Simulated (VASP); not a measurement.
Set up this calculation in VASP 6.6.1, as the native input.

```
Task                   : single point
Functional             : LDA
Potentials or basis    : VASP PAW LDA potentials, release 64 (C)
Cutoff                 : 520 eV
k mesh                 : 12 × 12 × 12
Occupations            : gaussian, width 0.05 eV
Spin                   : no spin polarisation
Dipole correction      : no
Further INCAR settings : ALGO = Normal; EDIFF = 1e-06; NBANDS = 11
```

The structure of C lies in POSCAR:

```
C
1.0
    1.1896251106      0.6868303778      3.5665822369
   -1.1896251106      0.6868303778      3.5665822369
    0.0000000000     -1.3736607556      3.5665822369
C
2
Direct
    0.1640000000      0.1640000000      0.1640000000
    0.8360000000      0.8360000000      0.8360000000
```

This cell differs from its parent crystal: ratio of the length along z to the lengths across it x 1.1, volume and fractional coordinates fixed.

These files were run (other wordings do the same):

INCAR

```
  ALGO = Normal
  EDIFF = 1E-6
  ENCUT = 520
  ISIF = 2
  ISMEAR = 0
  LASPH = True
  LCHARG = False
  LREAL = False
  LWAVE = False
  NBANDS = 11
  NELM = 60
  PREC = Accurate
  SIGMA = 0.05
```

KPOINTS

```
k-points
0
Gamma
  12 12 12
```

Potentials or basis: VASP PAW LDA potentials, release 64 (C).

Launch:

```sh
$ cat potpaw_LDA.64/C/POTCAR > POTCAR
$ mpirun -np 1 vasp_std > vasp.out
```

Results of the run:

```json
{
  "Pressure": "24.9 GPa",
  "Largest force": "0.944 eV/Å",
  "Band gap on the k mesh": "0.52 eV, direct"
}
```

Run time: 28 s on 1 thread of AMD EPYC 9R45 96-Core Processor (Zen 5) (shared host), peak memory 0.12 GiB.
